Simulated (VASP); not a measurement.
Here is a VASP 6.6.1 calculation.

The input INCAR:

```
SYSTEM = HfN
PREC = Accurate ; ENCUT = 520
EDIFF = 1E-7 ; ISMEAR = -1
SIGMA = 0.05 ; LREAL = .FALSE.
LASPH = .TRUE. ; NELM = 100
ALGO = Normal ; ISIF = 2
LWAVE = .FALSE. ; LCHARG = .FALSE.
GGA = PE ; NBANDS = 23
```

Contents of KPOINTS:

```
Automatic mesh
0
G
  10 10 6
  0 0 0
```

File POSCAR:

```
HfN
1.0
    2.6374924850      0.0000000000      0.0000000000
   -1.3187462425      2.2841354943      0.0000000000
    0.0000000000      0.0000000000      5.2008836483
Hf N
2 2
Direct
    0.0000000000      0.0000000000      0.0000000000
    0.0000000000      0.0000000000      0.5000000000
    0.3333333333      0.6666666667      0.2500000000
    0.6666666667      0.3333333333      0.7500000000
```

Potentials or basis: VASP PAW PBE potentials, release 64 (Hf_pv, N).

The run is started by

```bash
$ cat potpaw_PBE.64/Hf_pv/POTCAR potpaw_PBE.64/N/POTCAR > POTCAR
$ mpirun -np 1 vasp_std > vasp.out
```

**Question.** What does it give for the pressure?

**Answer.** 261.2 GPa.

**Question.** Predict the band gap on the k mesh.

**Answer.** Zero (bands 15 and 16 overlap by 2.98 eV).

Stress tensor (GPa, compression positive):
```
262.32   0.00   0.00
  0.00 262.32   0.00
  0.00   0.00 259.10
```

Caveat: the cell stands under pressure; spin-orbit coupling is left out, which moves the levels of the heavy elements.
